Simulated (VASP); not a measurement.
A run of VASP 6.6.1:

INCAR

```
PREC = Accurate
ENCUT = 600
EDIFF = 1E-7
ISMEAR = 0
SIGMA = 0.2
LREAL = F
LASPH = T
NELM = 60
ALGO = Normal
ISIF = 3
LWAVE = F
LCHARG = F
GGA = PE
IBRION = 2
NSW = 36
EDIFFG = -0.08
```

KPOINTS

```
regular mesh
0
Gamma
  6 6 2
```

Contents of POSCAR:

```
Ta5N
1.0
    3.0000000000      0.0000000000      0.0000000000
   -1.5000000000      2.5980762100      0.0000000000
    0.0000000000      0.0000000000     11.4700000000
Ta N
5 1
Direct
    0.6666666700      0.3333333300      0.8950000000
    0.3333333300      0.6666666700      0.1050000000
    0.6666666700      0.3333333300      0.3020000000
    0.3333333300      0.6666666700      0.6980000000
    0.0000000000      0.0000000000      0.5000000000
    0.0000000000      0.0000000000      0.0000000000
```

Potentials or basis: VASP PAW PBE potentials, release 64 (Ta_pv, N).

The run is started by

```sh
$ cat potpaw_PBE.64/Ta_pv/POTCAR potpaw_PBE.64/N/POTCAR > POTCAR
$ mpirun -np 1 vasp_std > vasp.out
```

Hardware: 1 thread of Intel(R) Xeon(R) 6975P-C (Granite Rapids), with other jobs on the host.

Question: How long does it take, and how much memory?

Answer: It took 4.2 min on 1 thread of Intel(R) Xeon(R) 6975P-C (Granite Rapids), with other jobs on the host, peak memory 0.25 GiB. Counts: scf iterations 115, k points 14, ion steps 10.
